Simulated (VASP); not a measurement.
# KAlH5 (P4/mmm) in VASP: density of states with PBE

Aim: the density of states of KAlH5 with PBE.

All numbers are computed with VASP 6.6.1; they aren't measurements. Logs are shortened: lines on timing, memory, paths and dates and some standing lists are left out, and cuts for length are marked.

### Step 1. The cell of the first run

Symmetry: P4/mmm, No. 123, tetragonal system. Conventional cell: a = 3.247 Å, b = 3.247 Å, c = 5.996 Å, α = 90.00°, β = 90.00°, γ = 90.00°. Within 3.3 Å of K (site symmetry 4/mmm) lie 10 H at 2.53 to 3.00 Å and 4 K at 3.25 Å. Within 2.6 Å of Al (site symmetry 4/mmm) lie 12 H at 1.94 to 2.30 Å. Within 2.6 Å of H (site symmetry 2mm) lie 2 Al at 1.94 Å and 7 H at 1.94 to 2.30 Å and 2 K at 2.53 Å. H (site symmetry 4/mmm) has 8 H at 1.94 Å and 4 Al at 2.30 Å within 2.6 Å.

### Step 2. Density of states, PBE

The input, POSCAR:

```
KAlH5
1.0
    3.2467938406      0.0000000000      0.0000000000
    0.0000000000      3.2467938406      0.0000000000
    0.0000000000      0.0000000000      5.9956211604
K Al H
1 1 5
Direct
    0.0000000000      0.0000000000      0.5000000000
    0.5000000000      0.5000000000      0.0000000000
    0.0000000000      0.5000000000      0.1772798514
    0.0000000000      0.5000000000      0.8227201486
    0.5000000000      0.0000000000      0.1772798514
    0.5000000000      0.0000000000      0.8227201486
    0.0000000000      0.0000000000      0.0000000000
```

The input, INCAR.step1:

```
PREC = Accurate
ENCUT = 520
EDIFF = 1E-7
ISMEAR = 0
SIGMA = 0.1
LREAL = False
LASPH = True
NELM = 100
ALGO = Normal
ISIF = 2
LWAVE = False
LCHARG = True
GGA = PE
NBANDS = 18
```

The input, KPOINTS.step1:

```
Automatic mesh
0
Gamma
  12 12 6
```

The input, INCAR.step2:

```
PREC = Accurate
ENCUT = 520
EDIFF = 1E-7
ISMEAR = -5
SIGMA = 0.1
LREAL = False
LASPH = True
NELM = 100
ALGO = Normal
ISIF = 2
LWAVE = False
LCHARG = False
GGA = PE
LORBIT = 11
NBANDS = 18
NEDOS = 1001
ICHARG = 11
```

The input, KPOINTS.step2:

```
Automatic mesh
0
Gamma
  18 18 9
```

Potentials or basis: VASP PAW PBE potentials, release 64 (K_sv, Al, H).

Started as:

```sh
cat potpaw_PBE.64/K_sv/POTCAR potpaw_PBE.64/Al/POTCAR potpaw_PBE.64/H/POTCAR > POTCAR
cp INCAR.step1 INCAR
cp KPOINTS.step1 KPOINTS
mpirun -np 1 vasp_std > vasp.out
cp INCAR.step2 INCAR
cp KPOINTS.step2 KPOINTS
mpirun -np 1 vasp_std > vasp.out
```

OUTCAR:

```text
PREC = Accurate
   ENCUT = 520
   EDIFF = 1E-7
   ISMEAR = -5
   LREAL = False
   LASPH = True
   NELM = 100
   ISIF = 2
   GGA = PE
   LORBIT = 11
   ICHARG = 11

 ion  position               nearest neighbor table
   1  0.000  0.000  0.500-
   2  0.500  0.500  0.000-   3 1.94   4 1.94   5 1.94   6 1.94   5 1.94   6 1.94   3 1.94   4 1.94

   3  0.000  0.500  0.177-   2 1.94   2 1.94
   4  0.000  0.500  0.823-   2 1.94   2 1.94
   5  0.500  0.000  0.177-   2 1.94   2 1.94
   6  0.500  0.000  0.823-   2 1.94   2 1.94
   7  0.000  0.000  0.000-

  LATTYP: Found a simple tetragonal cell.
 ALAT       =     3.2467938406
 C/A-ratio  =     1.8466282292

  Lattice vectors:

 A1 = (   3.2467938406,   0.0000000000,   0.0000000000)
 A2 = (   0.0000000000,   3.2467938406,   0.0000000000)
 A3 = (   0.0000000000,   0.0000000000,   5.9956211604)

Analysis of symmetry for initial positions (statically):
=====================================================================
 Subroutine PRICEL returns:
 Original cell was already a primitive cell.

 Routine SETGRP: Setting up the symmetry group for a
 simple tetragonal supercell.

 Subroutine GETGRP returns: Found 16 space group operations
 (whereof 16 operations were pure point group operations)
 out of a pool of 16 trial point group operations.

The static configuration has the point symmetry D_4h.

Analysis of symmetry for dynamics (positions and initial velocities):
=====================================================================
 Subroutine PRICEL returns:
 Original cell was already a primitive cell.

 Routine SETGRP: Setting up the symmetry group for a
 simple tetragonal supercell.

 Subroutine GETGRP returns: Found 16 space group operations
 (whereof 16 operations were pure point group operations)
 out of a pool of 16 trial point group operations.

The dynamic configuration has the point symmetry D_4h.

 Subroutine INISYM returns: Found 16 space group operations
 (whereof 16 operations are pure point group operations),
 and found     1 'primitive' translations

----------------------------------------------------------------------------------------

                                     Primitive cell

  volume of cell :      63.2039

  direct lattice vectors                    reciprocal lattice vectors
     3.246793841  0.000000000  0.000000000     0.307996149  0.000000000  0.000000000
     0.000000000  3.246793841  0.000000000     0.000000000  0.307996149  0.000000000
     0.000000000  0.000000000  5.995621160     0.000000000  0.000000000  0.166788390

  length of vectors
     3.246793841  3.246793841  5.995621160     0.307996149  0.307996149  0.166788390

  position of ions in fractional coordinates (direct lattice)
     0.000000000  0.000000000  0.500000000
     0.500000000  0.500000000  0.000000000
     0.000000000  0.500000000  0.177279851
     0.000000000  0.500000000  0.822720149
     0.500000000  0.000000000  0.177279851
     0.500000000  0.000000000  0.822720149
     0.000000000  0.000000000  0.000000000

  ion indices of the primitive-cell ions
   primitive index   ion index
                 1           1
                 2           2
                 3           3
                 4           4
                 5           5
                 6           6
                 7           7

----------------------------------------------------------------------------------------

 KPOINTS: Automatic mesh

Automatic generation of k-mesh.
 Grid dimensions read from file:
 generate k-points for:   18   18    9

 Generating k-lattice:

  Cartesian coordinates                     Fractional coordinates (reciprocal lattice)
     0.017110897  0.000000000  0.000000000     0.055555556  0.000000000  0.000000000
     0.000000000  0.017110897  0.000000000     0.000000000  0.055555556  0.000000000
     0.000000000  0.000000000  0.018532043     0.000000000  0.000000000  0.111111111

  Length of vectors
     0.017110897  0.017110897  0.018532043

  Shift w.r.t. Gamma in fractional coordinates (k-lattice)
     0.000000000  0.000000000  0.000000000

 TETIRR: Found   4383 inequivalent tetrahedra from    17496

 Subroutine IBZKPT returns following result:
 ===========================================

 Found    275 irreducible k-points:

 Following reciprocal coordinates:
            Coordinates               Weight
  0.000000  0.000000  0.000000      1.000000
  0.055556  0.000000  0.000000      4.000000
  0.111111  0.000000  0.000000      4.000000
  0.166667  0.000000  0.000000      4.000000
  0.222222  0.000000  0.000000      4.000000
  0.277778  0.000000  0.000000      4.000000
[... 16 lines left out ...]
  0.277778  0.111111  0.000000      8.000000
  0.333333  0.111111  0.000000      8.000000
 [... further k-points ...]
   k-points           NKPTS =    275   k-points in BZ     NKDIM =    275   number of bands    NBANDS=     18
   number of dos      NEDOS =   1001   number of ions     NIONS =      7
   total plane-waves  NPLWV =  27648
   dimension x,y,z NGX =    24 NGY =   24 NGZ =   48
   dimension x,y,z NGXF=    48 NGYF=   48 NGZF=   96
   ions per type =               1   1   5
   NGX,Y,Z   is equivalent  to a cutoff of  12.29, 12.29, 13.31 a.u.
   NGXF,Y,Z  is equivalent  to a cutoff of  24.58, 24.58, 26.62 a.u.
 SYSTEM =  unknown system
   PREC   = accura    normal or accurate (medium, high low for compatibility)
   ISTART =      0    job   : 0-new  1-cont  2-samecut
   ICHARG =     11    charge: 1-file 2-atom 10-const
   ISPIN  =      1    spin polarized calculation?
   LNONCOLLINEAR =      F non collinear calculations
   LSORBIT =      F    spin-orbit coupling
   LASPH  =      T    aspherical Exc in radial PAW
   ENCUT  =  520.0 eV  38.22 Ry    6.18 a.u.   6.04  6.04 11.15*2*pi/ulx,y,z
   NELM   =    100;   NELMIN=  2; NELMDL=  0     # of ELM steps
   EDIFF  = 0.1E-06   stopping-criterion for ELM
   LREAL  =      F    real-space projection
   EDIFFG = 0.1E-05   stopping-criterion for IOM
   NSW    =      0    number of steps for IOM
   IBRION =     -1    ionic relax: 0-MD 1-quasi-New 2-CG
   NFREE  =      0    steps in history (QN), initial steepest desc. (CG)
   ISIF   =      2    stress and relaxation
   ISYM   =      2    0-nonsym 1-usesym 2-fastsym
   POTIM  = 0.5000    time-step for ionic-motion
   TEBEG  =    0.0;   TEEND  =   0.0 temperature during run
   PSTRESS=    0.0 pullay stress
   NELECT =      17.0000    total number of electrons
   NUPDOWN=      -1.0000    fix difference up-down
   EMIN   =  10.00;   EMAX   =-10.00  energy-range for DOS
   EFERMI =   0.00;   METHOD = LEGACY
   ISMEAR =    -5;   SIGMA  =   0.10  broadening in eV -4-tet -1-fermi 0-gaus
   EFERMI_NEDOS =   21; number of points for ismear=-14 and -15
   IALGO  =     38    algorithm
   IMIX   =      4    mixing-type and parameters
     AMIX     =   0.40;   BMIX     =  1.00
     AMIX_MAG =   1.60;   BMIX_MAG =  1.00
  volume/ion in A,a.u.               =       9.03        60.93
  Fermi-wavevector in a.u.,A,eV,Ry     =   1.056761  1.996988 15.194210  1.116743
  Thomas-Fermi vector in A             =   2.192008
   LORBIT       =     11    0 simple, 1 ext, 2 COOP (PROOUT), +10 PAW based schemes
   GGA     = PE    functional components
   LHFCALC =     F    Hartree Fock is set to
   AEXX    =    0.0000 exact exchange contribution
   IVDW    =     0    specifies the selected vdW correction
   LEPSILON=     F    determine dielectric tensor
   LRPA    =     F    only Hartree local field effects (RPA)
 non-spin polarized calculation
 Fermi weights with tetrahedron method with Bloechl corrections
  energy-cutoff  :      520.00
  volume of cell :       63.20
 maximum number of plane-waves:      1730

 number of electron      16.9999999 magnetization

 Free energy of the ion-electron system (eV)
  ---------------------------------------------------
  ext. energy  EPLUGINS =         0.00000000
  ---------------------------------------------------
  free energy    TOTEN  =       -18.71727932 eV

  energy without entropy =      -18.71727932  energy(sigma->0) =      -18.71727932

 E-fermi :   2.8300     XC(G=0):  -9.2607

 val. band max:        2.8343427231   @ k =   0.2222   0.0000   0.4444
 cond. band min:       2.8350698451   @ k =   0.2222   0.1111   0.0000
 fundamental gap:      0.0007271220
 Fermi energy:         2.8300181033

 k-point     1 :       0.0000    0.0000    0.0000
  band No.  band energies     occupation
      1     -27.9865      2.00000
      2     -11.5152      2.00000
      3     -11.1166      2.00000
      4     -11.1166      2.00000
      5      -7.9159      2.00000
      6      -2.6837      2.00000
[... 10 lines left out ...]
     17      12.7184      0.00000
     18      13.0339      0.00000

 k-point     2 :       0.0556    0.0000    0.0000
  band No.  band energies     occupation
      1     -27.9831      2.00000
      2     -11.5088      2.00000
      3     -11.1499      2.00000
      4     -11.1139      2.00000
      5      -7.8721      2.00000
      6      -2.6564      2.00000
[... 10 lines left out ...]
     17      12.6014      0.00000
     18      13.2070      0.00000
[... 442 lines left out ...]
 k-point    24 :       0.3333    0.1111    0.0000
  band No.  band energies     occupation
      1     -27.8859      2.00000
      2     -11.8573      2.00000
      3     -11.3320      2.00000
      4     -11.1660      2.00000
      5      -6.2384      2.00000
      6      -2.0661      2.00000
[... 10 lines left out ...]
     17      11.0133      0.00000
     18      11.6421      0.00000

 [... further k-points ...]

------------------------ aborting loop because EDIFF is reached ----------------------------------------

  FORCE on cell =-STRESS in cart. coord.  units (eV):
  Direction    XX          YY          ZZ          XY          YZ          ZX
  --------------------------------------------------------------------------------------
  -------------------------------------------------------------------------------------
  Total       -0.0417750     -0.0417750      0.0110733      0.0000000      0.0000000      0.0000000
  in kB       -1.0589702     -1.0589702      0.2807019      0.0000000      0.0000000      0.0000000
  external PRESSURE =      -0.6124128 kB  Pullay stress =       0.0000000 kB

 VOLUME and BASIS-vectors are now :
 -----------------------------------------------------------------------------
  energy-cutoff  :      520.00
  volume of cell :       63.20
      direct lattice vectors                 reciprocal lattice vectors
     3.246793841  0.000000000  0.000000000     0.307996149  0.000000000  0.000000000
     0.000000000  3.246793841  0.000000000     0.000000000  0.307996149  0.000000000
     0.000000000  0.000000000  5.995621160     0.000000000  0.000000000  0.166788390

 POSITION                                       TOTAL-FORCE (eV/Angst)
 -----------------------------------------------------------------------------------
      0.00000      0.00000      2.99781        -0.000000      0.000000      0.000000
      1.62340      1.62340      0.00000        -0.000000      0.000000      0.000000
      0.00000      1.62340      1.06290         0.000000     -0.000000     -0.022916
      0.00000      1.62340      4.93272        -0.000000      0.000000      0.022916
      1.62340      0.00000      1.06290        -0.000000      0.000000     -0.022916
      1.62340      0.00000      4.93272         0.000000     -0.000000      0.022916
      0.00000      0.00000      0.00000        -0.000000      0.000000      0.000000
 -----------------------------------------------------------------------------------
    total drift:                                0.000000      0.000000      0.000000

  FREE ENERGIE OF THE ION-ELECTRON SYSTEM (eV)
  ---------------------------------------------------
  free  energy   TOTEN  =       -18.7172793174 eV

  energy  without entropy=      -18.7172793174  energy(sigma->0) =      -18.71727932

 total charge

# of ion       s       p       d       tot
------------------------------------------
    1        1.968   5.585   0.064   7.617
    2        0.348   0.289   0.000   0.638
    3        0.518   0.009   0.000   0.527
    4        0.518   0.009   0.000   0.527
    5        0.518   0.009   0.000   0.527
    6        0.518   0.009   0.000   0.527
    7        0.422   0.011   0.000   0.434
--------------------------------------------------
tot          4.811   5.922   0.064  10.797
```

Wall time 2.2 min (1 thread of Intel Xeon 6975P-C (Granite Rapids), shared host); peak memory 0.39 GiB.

What came out:

```yaml
Valence_electrons_inside_the_program's_atomic_spheres: K 7.62; Al 0.64; H 0.53, 0.43
```

Caveat: tetrahedron occupations give inexact forces and stress in metals.
